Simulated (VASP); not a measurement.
Here is a VASP 6.6.1 calculation.

INCAR

```
ALGO = Normal
EDIFF = 1E-7
ENCUT = 520
GGA = PE
ISIF = 2
ISMEAR = -1
LASPH = True
LCHARG = False
LREAL = False
LWAVE = False
NBANDS = 9
NELM = 80
PREC = Accurate
SIGMA = 0.05
```

Contents of KPOINTS:

```
k-points
0
Gamma
  15 15 15
```

POSCAR

```
Se
1.0
    0.0000000000      1.7431025808      1.7431025808
    1.7431025808      0.0000000000      1.7431025808
    1.7431025808      1.7431025808      0.0000000000
Se
1
Direct
    0.0000000000      0.0000000000      0.0000000000
```

Potentials or basis: VASP PAW PBE potentials, release 64 (Se).

Command:

```console
$ cat potpaw_PBE.64/Se/POTCAR > POTCAR
$ mpirun -np 1 vasp_std > vasp.out
```

(1) Estimate the band gap on the k mesh.

(2) What does it give for the pressure?

## Answers

(1) zero (bands 3 and 4 overlap by 13.81 eV).

(2) 196.9 GPa.

Caveat: the cell stands under pressure.
